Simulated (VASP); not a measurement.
Crystal: K5Au.

```xyz
6
Lattice="6.8840 0.0000 0.0000 -3.4420 5.9617 0.0000 0.0000 0.0000 5.4242" Properties=species:S:1:pos:R:3 pbc="T T T"
K     0.0000    3.9745    0.0000
K     3.4420    1.9872    0.0000
K     3.4420    0.4229    2.7121
K     2.0873    2.7694    2.7121
K     4.7968    2.7694    2.7121
Au    0.0000    0.0000    0.0000
```

```yaml
Program: VASP 6.6.1
Task: relaxation of cell and atoms
Functional: PBE
Potentials_or_basis: VASP PAW PBE potentials, release 64 (K_sv, Au)
Cutoff: 600 eV
k_mesh: 3 × 3 × 4
Occupations: gaussian, width 0.1 eV
Spin: no spin polarisation
```

At the start: pressure 6.1 GPa; volume 37.10 Å³/atom.

Problem. How do energy, volume and symmetry change on relaxing?

Solution. Over 8 steps the energy falls by 717.8 meV/atom and the volume is 69.64 Å³/atom (+87.7 %); space group P-6m2 (No. 187, to 0.1 Å) before, P6/mmm (No. 191, to 0.1 Å).

The path:
| step | energy change (eV) | largest force (eV/Å) | pressure (GPa) | volume (Å³) |
| --- | --- | --- | --- | --- |
| 1 | 0.0000 | 2.9703 | 6.15 | 222.61 |
| 2 | -2.5345 | 1.5300 | 3.02 | 271.45 |
| 3 | -4.0468 | 0.3928 | 0.83 | 346.47 |
| 4 | -4.2661 | 0.0464 | 0.25 | 387.09 |
| 5 | -4.2910 | 0.0887 | 0.05 | 408.62 |
| 6 | -4.2902 | 0.1136 | 0.01 | 413.08 |
| 7 | -4.2962 | 0.0950 | 0.00 | 414.29 |
| 8 | -4.3066 | 0.0376 | -0.06 | 417.82 |

Final structure:
```yaml
crystal:
  lattice:
    - [7.96225, 0.00000, 0.00000]
    - [-3.98113, 6.89551, 0.00000]
    - [0.00000, 0.00000, 7.61001]
  atoms:
    - { symbol: K, position: [0.33333, 0.66667, 0.00000] }
    - { symbol: K, position: [0.66667, 0.33333, 0.00000] }
    - { symbol: K, position: [0.49901, 0.99801, 0.50000] }
    - { symbol: K, position: [0.49901, 0.50099, 0.50000] }
    - { symbol: K, position: [0.00199, 0.50099, 0.50000] }
    - { symbol: Au, position: [0.00000, 0.00000, 0.00000] }
```

Caveat: the volume moved by over 15 % at a fixed basis, so the end points are rough.
